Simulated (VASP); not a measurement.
# Sc4SiN (F-43m) in VASP: a series of runs

Runs on Sc4SiN. Level: PBE. Tasks: single point, relaxation of cell and atoms.

All numbers are computed with VASP 6.6.1; they aren't measurements. Logs are shortened: lines on timing, memory, paths and dates and some standing lists are left out, and cuts for length are marked.

**1. The cell of the first run**

The structure is cubic, space group F-43m (No. 216). The conventional cell has a = 8.828 Å, b = 8.828 Å, c = 8.828 Å, α = 90.00°, β = 90.00°, γ = 90.00°. Sc (site symmetry 3m) has 1 N at 1.99 Å within 2.6 Å. Within 4.8 Å of Si (site symmetry -43m) lie 12 Sc at 3.65 Å and 6 N at 4.41 Å. Within 2.6 Å of N (site symmetry -43m) lie 4 Sc at 1.99 Å.

**2. Single point, PBE**

The input, INCAR:

```
  PREC = Accurate
  ENCUT = 600
  EDIFF = 1E-6
  ISMEAR = 0
  SIGMA = 0.1
  LREAL = F
  LASPH = T
  NELM = 120
  ALGO = Normal
  ISIF = 2
  LWAVE = F
  LCHARG = T
  GGA = PE
  LELF = T
  LVHAR = T
  NBANDS = 36
  GGA_COMPAT = F
```

The input, KPOINTS:

```
Automatic mesh
0
Gamma
  4 4 4
```

The input, POSCAR:

```
Sc4SiN
1.0
    0.0000000000      4.4137508375      4.4137508375
    4.4137508375      0.0000000000      4.4137508375
    4.4137508375      4.4137508375      0.0000000000
Sc Si N
4 1 1
Direct
    0.6093807116      0.1302064295      0.1302064295
    0.1302064295      0.1302064295      0.1302064295
    0.1302064295      0.6093807116      0.1302064295
    0.1302064295      0.1302064295      0.6093807116
    0.5000000000      0.5000000000      0.5000000000
    0.0000000000      0.0000000000      0.0000000000
```

Potentials or basis: VASP PAW PBE potentials, release 64 (Sc_sv, Si, N).

Command:

```sh
> cat potpaw_PBE.64/Sc_sv/POTCAR potpaw_PBE.64/Si/POTCAR potpaw_PBE.64/N/POTCAR > POTCAR
> mpirun -np 1 vasp_std > vasp.out
```

OUTCAR:

```text
PREC = Accurate
   ENCUT = 600
   EDIFF = 1E-6
   ISMEAR = 0
   LREAL = F
   LASPH = T
   NELM = 120
   ISIF = 2
   GGA = PE

 ion  position               nearest neighbor table
   1  0.609  0.130  0.130-   6 1.99   3 2.99   4 2.99   2 2.99   4 3.25   3 3.25   2 3.25
   2  0.130  0.130  0.130-   6 1.99   3 2.99   4 2.99   1 2.99   4 3.25   3 3.25   1 3.25
   3  0.130  0.609  0.130-   6 1.99   2 2.99   4 2.99   1 2.99   2 3.25   4 3.25   1 3.25
   4  0.130  0.130  0.609-   6 1.99   2 2.99   3 2.99   1 2.99   2 3.25   3 3.25   1 3.25
   5  0.500  0.500  0.500-
   6  0.000  0.000  0.000-   1 1.99   3 1.99   4 1.99   2 1.99

  LATTYP: Found a face centered cubic cell.
 ALAT       =     8.8275016750

  Lattice vectors:

 A1 = (   0.0000000000,   4.4137508375,   4.4137508375)
 A2 = (   4.4137508375,   0.0000000000,   4.4137508375)
 A3 = (   4.4137508375,   4.4137508375,   0.0000000000)

Analysis of symmetry for initial positions (statically):
=====================================================================
 Subroutine PRICEL returns:
 Original cell was already a primitive cell.

 Routine SETGRP: Setting up the symmetry group for a
 face centered cubic supercell.

 Subroutine GETGRP returns: Found 24 space group operations
 (whereof 24 operations were pure point group operations)
 out of a pool of 48 trial point group operations.

The static configuration has the point symmetry T_d .

Analysis of symmetry for dynamics (positions and initial velocities):
=====================================================================
 Subroutine PRICEL returns:
 Original cell was already a primitive cell.

 Routine SETGRP: Setting up the symmetry group for a
 face centered cubic supercell.

 Subroutine GETGRP returns: Found 24 space group operations
 (whereof 24 operations were pure point group operations)
 out of a pool of 48 trial point group operations.

The dynamic configuration has the point symmetry T_d .

 Subroutine INISYM returns: Found 24 space group operations
 (whereof 24 operations are pure point group operations),
 and found     1 'primitive' translations

----------------------------------------------------------------------------------------

                                     Primitive cell

  volume of cell :     171.9703

  direct lattice vectors                    reciprocal lattice vectors
     0.000000000  4.413750838  4.413750838    -0.113282335  0.113282335  0.113282335
     4.413750838  0.000000000  4.413750838     0.113282335 -0.113282335  0.113282335
     4.413750838  4.413750838  0.000000000     0.113282335  0.113282335 -0.113282335

  length of vectors
     6.241986295  6.241986295  6.241986295     0.196210759  0.196210759  0.196210759

  position of ions in fractional coordinates (direct lattice)
     0.609380712  0.130206429  0.130206429
     0.130206429  0.130206429  0.130206429
     0.130206429  0.609380712  0.130206429
     0.130206429  0.130206429  0.609380712
     0.500000000  0.500000000  0.500000000
     0.000000000  0.000000000  0.000000000

  ion indices of the primitive-cell ions
   primitive index   ion index
                 1           1
                 2           2
                 3           3
                 4           4
                 5           5
                 6           6

----------------------------------------------------------------------------------------

 KPOINTS: Automatic mesh

Automatic generation of k-mesh.
 Grid dimensions read from file:
 generate k-points for:    4    4    4

 Generating k-lattice:

  Cartesian coordinates                     Fractional coordinates (reciprocal lattice)
    -0.028320584  0.028320584  0.028320584     0.250000000  0.000000000  0.000000000
     0.028320584 -0.028320584  0.028320584     0.000000000  0.250000000  0.000000000
     0.028320584  0.028320584 -0.028320584     0.000000000  0.000000000  0.250000000

  Length of vectors
     0.049052690  0.049052690  0.049052690

  Shift w.r.t. Gamma in fractional coordinates (k-lattice)
     0.000000000  0.000000000  0.000000000

 Subroutine IBZKPT returns following result:
 ===========================================

 Found      8 irreducible k-points:

 Following reciprocal coordinates:
            Coordinates               Weight
  0.000000  0.000000  0.000000      1.000000
  0.250000  0.000000  0.000000      8.000000
  0.500000  0.000000  0.000000      4.000000
  0.250000  0.250000  0.000000      6.000000
  0.500000  0.250000  0.000000     24.000000
 -0.250000  0.250000  0.000000     12.000000
  0.500000  0.500000  0.000000      3.000000
 -0.250000  0.500000  0.250000      6.000000
   k-points           NKPTS =      8   k-points in BZ     NKDIM =      8   number of bands    NBANDS=     36
   number of dos      NEDOS =    301   number of ions     NIONS =      6
   total plane-waves  NPLWV = 125000
   dimension x,y,z NGX =    50 NGY =   50 NGZ =   50
   dimension x,y,z NGXF=   100 NGYF=  100 NGZF=  100
   ions per type =               4   1   1
   NGX,Y,Z   is equivalent  to a cutoff of  13.32, 13.32, 13.32 a.u.
   NGXF,Y,Z  is equivalent  to a cutoff of  26.63, 26.63, 26.63 a.u.
 SYSTEM =  unknown system
   PREC   = accura    normal or accurate (medium, high low for compatibility)
   ISTART =      0    job   : 0-new  1-cont  2-samecut
   ICHARG =      2    charge: 1-file 2-atom 10-const
   ISPIN  =      1    spin polarized calculation?
   LNONCOLLINEAR =      F non collinear calculations
   LSORBIT =      F    spin-orbit coupling
   LASPH  =      T    aspherical Exc in radial PAW
   ENCUT  =  600.0 eV  44.10 Ry    6.64 a.u.  12.47 12.47 12.47*2*pi/ulx,y,z
   NELM   =    120;   NELMIN=  2; NELMDL= -5     # of ELM steps
   EDIFF  = 0.1E-05   stopping-criterion for ELM
   LREAL  =      F    real-space projection
   EDIFFG = 0.1E-04   stopping-criterion for IOM
   NSW    =      0    number of steps for IOM
   IBRION =     -1    ionic relax: 0-MD 1-quasi-New 2-CG
   NFREE  =      0    steps in history (QN), initial steepest desc. (CG)
   ISIF   =      2    stress and relaxation
   ISYM   =      2    0-nonsym 1-usesym 2-fastsym
   POTIM  = 0.5000    time-step for ionic-motion
   TEBEG  =    0.0;   TEEND  =   0.0 temperature during run
   PSTRESS=    0.0 pullay stress
   NELECT =      53.0000    total number of electrons
   NUPDOWN=      -1.0000    fix difference up-down
   EMIN   =  10.00;   EMAX   =-10.00  energy-range for DOS
   EFERMI =   0.00;   METHOD = LEGACY
   ISMEAR =     0;   SIGMA  =   0.10  broadening in eV -4-tet -1-fermi 0-gaus
   EFERMI_NEDOS =   21; number of points for ismear=-14 and -15
   IALGO  =     38    algorithm
   IMIX   =      4    mixing-type and parameters
     AMIX     =   0.40;   BMIX     =  1.00
     AMIX_MAG =   1.60;   BMIX_MAG =  1.00
  volume/ion in A,a.u.               =      28.66       193.42
  Fermi-wavevector in a.u.,A,eV,Ry     =   1.105815  2.089687 16.637556  1.222826
  Thomas-Fermi vector in A             =   2.242307
   LORBIT       =      0    0 simple, 1 ext, 2 COOP (PROOUT), +10 PAW based schemes
   GGA     = PE    functional components
   LHFCALC =     F    Hartree Fock is set to
   AEXX    =    0.0000 exact exchange contribution
   IVDW    =     0    specifies the selected vdW correction
   LEPSILON=     F    determine dielectric tensor
   LRPA    =     F    only Hartree local field effects (RPA)
 non-spin polarized calculation
 Gauss-broadening in eV      SIGMA  =   0.10
  energy-cutoff  :      600.00
  volume of cell :      171.97
 maximum number of plane-waves:      5769
 NGX is ok and might be reduce to    50
   NGX = 25   NGY = 25   NGZ = 25

 number of electron      53.0000004 magnetization

 Free energy of the ion-electron system (eV)
  ---------------------------------------------------
  ext. energy  EPLUGINS =         0.00000000
  ---------------------------------------------------
  free energy    TOTEN  =       -37.27093286 eV

  energy without entropy =      -37.21048191  energy(sigma->0) =      -37.24070738

 E-fermi :   2.4350     XC(G=0):  -8.4105

 val. band max:        2.3959869333   @ k =   0.5000   0.2500   0.0000
 cond. band min:       2.4647842006   @ k =  -0.2500   0.2500   0.0000
 fundamental gap:      0.0687972673
 Fermi energy:         2.4350222365

 k-point     1 :       0.0000    0.0000    0.0000
  band No.  band energies     occupation
      1     -47.5846      2.00000
      2     -47.5029      2.00000
      3     -47.5029      2.00000
      4     -47.5029      2.00000
      5     -26.5857      2.00000
      6     -26.3782      2.00000
[... 28 lines left out ...]
     35       4.7090      0.00000
     36       4.7185      0.00000

 k-point     2 :       0.2500    0.0000    0.0000
  band No.  band energies     occupation
      1     -47.5771      2.00000
      2     -47.5105      2.00000
      3     -47.5029      2.00000
      4     -47.5029      2.00000
      5     -26.5261      2.00000
      6     -26.3632      2.00000
[... 28 lines left out ...]
     35       4.1386      0.00000
     36       4.1387      0.00000

 k-point     3 :       0.5000    0.0000    0.0000
  band No.  band energies     occupation
      1     -47.5673      2.00000
      2     -47.5205      2.00000
      3     -47.5029      2.00000
      4     -47.5029      2.00000
      5     -26.4693      2.00000
      6     -26.3554      2.00000
[... 28 lines left out ...]
     35       4.0135      0.00000
     36       4.0135      0.00000

 k-point     4 :       0.2500    0.2500    0.0000
  band No.  band energies     occupation
      1     -47.5742      2.00000
      2     -47.5135      2.00000
      3     -47.5029      2.00000
      4     -47.5029      2.00000
      5     -26.4995      2.00000
      6     -26.3748      2.00000
[... 28 lines left out ...]
     35       4.2141      0.00000
     36       4.3513      0.00000

 k-point     5 :       0.5000    0.2500    0.0000
  band No.  band energies     occupation
      1     -47.5629      2.00000
      2     -47.5249      2.00000
      3     -47.5029      2.00000
      4     -47.5029      2.00000
      5     -26.4240      2.00000
      6     -26.3478      2.00000
[... 28 lines left out ...]
     35       3.9036      0.00000
     36       4.1363      0.00000

 k-point     6 :      -0.2500    0.2500    0.0000
  band No.  band energies     occupation
      1     -47.5673      2.00000
      2     -47.5205      2.00000
      3     -47.5029      2.00000
      4     -47.5029      2.00000
      5     -26.4519      2.00000
      6     -26.3526      2.00000
[... 28 lines left out ...]
     35       3.9793      0.00000
     36       4.1521      0.00000

 k-point     7 :       0.5000    0.5000    0.0000
  band No.  band energies     occupation
      1     -47.5571      2.00000
      2     -47.5308      2.00000
      3     -47.5029      2.00000
      4     -47.5029      2.00000
      5     -26.3988      2.00000
      6     -26.3646      2.00000
[... 28 lines left out ...]
     35       3.6680      0.00000
     36       4.1606      0.00000

 k-point     8 :      -0.2500    0.5000    0.2500
  band No.  band energies     occupation
      1     -47.5571      2.00000
      2     -47.5308      2.00000
      3     -47.5029      2.00000
      4     -47.5029      2.00000
      5     -26.3757      2.00000
      6     -26.3392      2.00000
[... 28 lines left out ...]
     35       3.9024      0.00000
     36       4.0034      0.00000

------------------------ aborting loop because EDIFF is reached ----------------------------------------

  FORCE on cell =-STRESS in cart. coord.  units (eV):
  Direction    XX          YY          ZZ          XY          YZ          ZX
  --------------------------------------------------------------------------------------
  -------------------------------------------------------------------------------------
  Total        0.1966385      0.1966385      0.1966385      0.0000000     -0.0000000     -0.0000000
  in kB        1.8320014      1.8320014      1.8320014      0.0000000     -0.0000000     -0.0000000
  external PRESSURE =       1.8320014 kB  Pullay stress =       0.0000000 kB

 VOLUME and BASIS-vectors are now :
 -----------------------------------------------------------------------------
  energy-cutoff  :      600.00
  volume of cell :      171.97
      direct lattice vectors                 reciprocal lattice vectors
     0.000000000  4.413750838  4.413750838    -0.113282335  0.113282335  0.113282335
     4.413750838  0.000000000  4.413750838     0.113282335 -0.113282335  0.113282335
     4.413750838  4.413750838  0.000000000     0.113282335  0.113282335 -0.113282335

 POSITION                                       TOTAL-FORCE (eV/Angst)
 -----------------------------------------------------------------------------------
      1.14940      3.26435      3.26435         0.047173     -0.047173     -0.047173
      1.14940      1.14940      1.14940         0.047173      0.047173      0.047173
      3.26435      1.14940      3.26435        -0.047173      0.047173     -0.047173
      3.26435      3.26435      1.14940        -0.047173     -0.047173      0.047173
      4.41375      4.41375      4.41375         0.000000      0.000000      0.000000
      0.00000      0.00000      0.00000         0.000000      0.000000      0.000000
 -----------------------------------------------------------------------------------
    total drift:                               -0.000002     -0.000002     -0.000002

  FREE ENERGIE OF THE ION-ELECTRON SYSTEM (eV)
  ---------------------------------------------------
  free  energy   TOTEN  =       -37.2709328613 eV

  energy  without entropy=      -37.2104819053  energy(sigma->0) =      -37.24070738
```

It took 44 s on 1 thread of Intel Xeon 6975P-C (Granite Rapids), shared host; peak memory 0.36 GiB.

Results:

```yaml
Free_energy: -37.2709 eV
Pressure: 0.2 GPa
Largest_force: 0.082 eV/Å
```

Forces on the atoms (eV/Å):
```
Sc   0.047 -0.047 -0.047
Sc   0.047  0.047  0.047
Sc  -0.047  0.047 -0.047
Sc  -0.047 -0.047  0.047
Si   0.000  0.000  0.000
N    0.000  0.000  0.000
```

Levels at points of the mesh, in eV from the Fermi level:
```csv
k point,band 24,band 25,band 26,band 27,band 28,band 29
"(0.00, 0.00, 0.00)",-1.49,-1.23,-0.20,0.11,0.11,0.13
"(0.50, 0.00, 0.00)",-1.40,-0.67,-0.26,0.05,0.05,0.49
"(0.50, 0.50, 0.00)",-1.67,-0.74,-0.66,0.05,0.51,0.51
```

**3. Single point, PBE**

The input, INCAR:

```
PREC     = Accurate       # precision mode
ENCUT    = 600            # plane-wave cutoff, eV
EDIFF    = 1E-6           # SCF threshold, eV
ISMEAR   = 0              # smearing method
SIGMA    = 0.1            # smearing width, eV
LREAL    = F              # projectors in reciprocal space
LASPH    = T              # aspherical terms in the spheres
NELM     = 120            # most SCF steps
ALGO     = Normal         # electronic algorithm
ISIF     = 2              # what is computed and relaxed
LWAVE    = F              # write WAVECAR
LCHARG   = F              # write CHGCAR
GGA      = PE             # functional
NBANDS   = 36             # bands
GGA_COMPAT= F
```

The input, KPOINTS:

```
regular mesh
0
Gamma
  8 8 8
```

The input, POSCAR:

```
Sc4SiN
1.0
    0.0000000000      4.4137508375      4.4137508375
    4.4137508375      0.0000000000      4.4137508375
    4.4137508375      4.4137508375      0.0000000000
Sc Si N
4 1 1
Direct
    0.8697935705      0.8697935705      0.3906192884
    0.8697935705      0.3906192884      0.8697935705
    0.3906192884      0.8697935705      0.8697935705
    0.8697935705      0.8697935705      0.8697935705
    0.5000000000      0.5000000000      0.5000000000
    0.0000000000      0.0000000000      0.0000000000
```

Potentials or basis: VASP PAW PBE potentials, release 64 (Sc_sv, Si, N).

Command:

```sh
> cat potpaw_PBE.64/Sc_sv/POTCAR potpaw_PBE.64/Si/POTCAR potpaw_PBE.64/N/POTCAR > POTCAR
> mpirun -np 1 vasp_std > vasp.out
```

Wall time 2.5 min (1 thread of Intel Xeon 6975P-C (Granite Rapids), shared host); peak memory 0.45 GiB.

The run converged. Its results:

```yaml
Free_energy: -37.2675 eV
Pressure: 0.2 GPa
Largest_force: 0.076 eV/Å
```

Forces in eV/Å, atoms in the order of the input:
```
Sc   0.044  0.044 -0.044
Sc   0.044 -0.044  0.044
Sc  -0.044  0.044  0.044
Sc  -0.044 -0.044 -0.044
Si   0.000  0.000  0.000
N    0.000  0.000  0.000
```

Levels at points of the mesh, in eV from the Fermi level:
| k point | band 22 | band 23 | band 24 | band 25 | band 26 | band 27 | band 28 | band 29 | band 30 | band 31 |
| --- | --- | --- | --- | --- | --- | --- | --- | --- | --- | --- |
| (0.00, 0.00, 0.00) | -1.49 | -1.49 | -1.49 | -1.23 | -0.21 | 0.11 | 0.11 | 0.13 | 0.13 | 0.13 |
| (0.50, 0.00, 0.00) | -2.72 | -1.40 | -1.40 | -0.68 | -0.26 | 0.04 | 0.04 | 0.49 | 0.49 | 0.94 |
| (0.50, 0.50, 0.00) | -2.19 | -1.66 | -1.66 | -0.74 | -0.66 | 0.05 | 0.51 | 0.51 | 0.54 | 0.95 |

(Part 1 of 2 ends here.)
